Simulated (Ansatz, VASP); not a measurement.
# Cu: VASP beside Ansatz

```
Cu
1.0
     0.00000    1.80500    1.80500
     1.80500    0.00000    1.80500
     1.80500    1.80500    0.00000
Cu
1
Direct
  0.00000 0.00000 0.00000
```

Alike in both runs: task relaxation of cell and atoms; functional LDA; k mesh 38 × 38 × 38; occupations gaussian, width 0.1 eV; no spin polarisation.

|  | VASP | Ansatz |
| --- | --- | --- |
| version | VASP 6.6.1 | Ansatz 0.2.0 |
| potentials or method | VASP PAW LDA potentials, release 64 (Cu) | scalar-relativistic, plane waves, PAW |
| plane-wave cutoff (eV) | 600 | 420 |
| valence electrons in the cell | 11 | 19 |

VASP gave:

| Item | Value |
| --- | --- |
| gap on the k mesh at the Fermi level, each at its own relaxed structure (eV) | none |
| relaxed volume (Å³/atom) | 10.94 |
| relaxed length of the cell vector where the two differ most in proportion (Å) | 2.492 |

Task: Estimate Ansatz's values.

Result: gap on the k mesh at the Fermi level, each at its own relaxed structure (eV): none; relaxed volume (Å³/atom): 10.88; relaxed length of the cell vector where the two differ most in proportion (Å): 2.488.

LDA's correlation is that of Perdew and Zunger in VASP and of Perdew and Wang (1992) in Ansatz. A gap of «none» marks a metal or a gap that the smearing closes. VASP's potentials hold 11 valence electrons a cell and Ansatz's 19, so a difference there can come from the potentials and not from the codes.
